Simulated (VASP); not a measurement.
Wanted: the native input for a VASP 6.6.1 run.

| Item | Value |
| --- | --- |
| Task | relaxation of cell and atoms |
| Functional | PBE |
| Potentials or basis | VASP PAW PBE potentials, release 64 (Te, As) |
| Cutoff | 600 eV |
| k mesh | 12 × 12 × 14 |
| Occupations | gaussian, width 0.1 eV |
| Spin | no spin polarisation |
| Dipole correction | no |
| Further INCAR settings | ALGO = Normal; EDIFF = 1e-06; IBRION = 2; EDIFFG = -0.01; NSW = 100; ISIF = 3 |

The structure of Te2As lies in POSCAR:

```
Te2As
1.0
    5.3449125481      0.0000000000      0.0000000000
   -2.6724562741      4.6288300477      0.0000000000
    0.0000000000      0.0000000000      3.1479453394
Te As
2 1
Direct
    0.3333333333      0.6666666667      0.5000000000
    0.6666666667      0.3333333333      0.5000000000
    0.0000000000      0.0000000000      0.0000000000
```

These files were run (other wordings do the same):

INCAR

```
PREC = Accurate
ENCUT = 600
EDIFF = 1E-6
ISMEAR = 0
SIGMA = 0.1
LREAL = False
LASPH = True
NELM = 100
ALGO = Normal
ISIF = 3
LWAVE = False
LCHARG = False
GGA = PE
IBRION = 2
NSW = 100
EDIFFG = -0.01
```

KPOINTS

```
Automatic mesh
0
Gamma
  12 12 14
```

Potentials or basis: VASP PAW PBE potentials, release 64 (Te, As).

Command:

```sh
$ cat potpaw_PBE.64/Te/POTCAR potpaw_PBE.64/As/POTCAR > POTCAR
$ mpirun -np 1 vasp_std > vasp.out
```

It gave:

```yaml
Relaxed_volume: 26.09 Å³/atom
Relaxed_cell: a = 5.412 Å, b = 5.412 Å, c = 3.086 Å, α = 90.00°, β = 90.00°, γ = 120.00°
Space_group_after_relaxing_to_0.05_Å: P6/mmm (No. 191)
Energy_gained_by_relaxing: 5.8 meV/atom
Ionic_steps: 6
Pressure_after_relaxing: 0.0 GPa
```

Wall time 8.5 min on 1 thread of Intel Xeon 6975P-C (shared host), peak memory 0.39 GiB.
